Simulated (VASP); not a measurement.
Wanted: the native input for a VASP 6.6.1 run.

```yaml
Task: single point
Functional: PBE
Potentials_or_basis: VASP PAW PBE potentials, release 64 (C)
Cutoff: 600 eV
k_mesh: 8 × 8 × 8
Occupations: fermi-dirac, width 0.0612256 eV
Spin: no spin polarisation
Dipole_correction: no
Further_INCAR_settings: ALGO = Normal; EDIFF = 1e-06; NBANDS = 11
```

The structure of C lies in POSCAR:

```
C
1.0
    0.0000000000      1.7858719099      1.7858719099
    1.7858719099      0.0000000000      1.7858719099
    1.7858719099      1.7858719099      0.0000000000
C
2
Direct
    0.0000000000      0.0000000000      0.0000000000
    0.2500000000      0.2500000000      0.2500000000
```

These files were run (other wordings do the same):

INCAR

```
SYSTEM = C
  PREC = Accurate
  ENCUT = 600
  EDIFF = 1E-6
  ISMEAR = -1
  SIGMA = 0.06122561905347299
  LREAL = .FALSE.
  LASPH = .TRUE.
  NELM = 120
  ALGO = Normal
  ISIF = 2
  LWAVE = .FALSE.
  LCHARG = .TRUE.
  GGA = PE
  LELF = .TRUE.
  LVHAR = .TRUE.
  NBANDS = 11
  GGA_COMPAT = .FALSE.
```

KPOINTS

```
Automatic mesh
0
G
  8 8 8
  0 0 0
```

Potentials or basis: VASP PAW PBE potentials, release 64 (C).

Command:

```sh
$ cat potpaw_PBE.64/C/POTCAR > POTCAR
$ mpirun -np 1 vasp_std > vasp.out
```

Results of the run:

```yaml
Pressure: -0.1 GPa
Band_gap_on_the_k_mesh: 4.12 eV, indirect (least direct gap 5.58 eV)
```

Wall time 6.2 s on 1 thread of Intel(R) Xeon(R) Platinum 8375C CPU @ 2.90GHz (Ice Lake), on a shared host, peak memory 0.12 GiB.
